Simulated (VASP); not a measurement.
A run of VASP 6.6.1 is set up as follows.

The input INCAR:

```
ALGO = Normal
EDIFF = 1E-6
ENCUT = 520
GGA = PE
ISIF = 2
ISMEAR = -1
LASPH = True
LCHARG = False
LREAL = False
LWAVE = False
NBANDS = 60
NELM = 60
PREC = Accurate
SIGMA = 0.05
```

File KPOINTS:

```
k-points
0
Gamma
  6 5 6
```

File POSCAR:

```
TiO2
1.0
    4.5817554084      0.0000000000      0.0000000000
    0.0000000000      5.5732449168      0.0000000000
    0.0000000000      0.0000000000      4.9269663568
Ti O
4 8
Direct
    0.0000000000      0.1770328150      0.7500000000
    0.5000000000      0.3229671850      0.2500000000
    0.0000000000      0.8229671850      0.2500000000
    0.5000000000      0.6770328150      0.7500000000
    0.2714305619      0.3805722784      0.9189310262
    0.7714305619      0.1194277216      0.0810689738
    0.2285694381      0.1194277216      0.4189310262
    0.7285694381      0.3805722784      0.5810689738
    0.2714305619      0.6194277216      0.4189310262
    0.7714305619      0.8805722784      0.5810689738
    0.2285694381      0.8805722784      0.9189310262
    0.7285694381      0.6194277216      0.0810689738
```

Potentials or basis: VASP PAW PBE potentials, release 64 (Ti_sv, O).

Command:

```sh
$ cat potpaw_PBE.64/Ti_sv/POTCAR potpaw_PBE.64/O/POTCAR > POTCAR
$ mpirun -np 1 vasp_std > vasp.out
```

Task: Estimate the pressure.

Result: 0.4 GPa.

Task: Estimate the largest force.

Result: 0.020 eV/Å.

Forces in eV/Å, atoms in the order of the input:
```
Ti   0.000 -0.020  0.000
Ti   0.000  0.020  0.000
Ti   0.000  0.020  0.000
Ti   0.000 -0.020  0.000
O   -0.001  0.014 -0.001
O   -0.001 -0.014  0.001
O    0.001 -0.014 -0.001
O    0.001  0.014  0.001
O   -0.001 -0.014 -0.001
O   -0.001  0.014  0.001
O    0.001  0.014 -0.001
O    0.001 -0.014  0.001
```
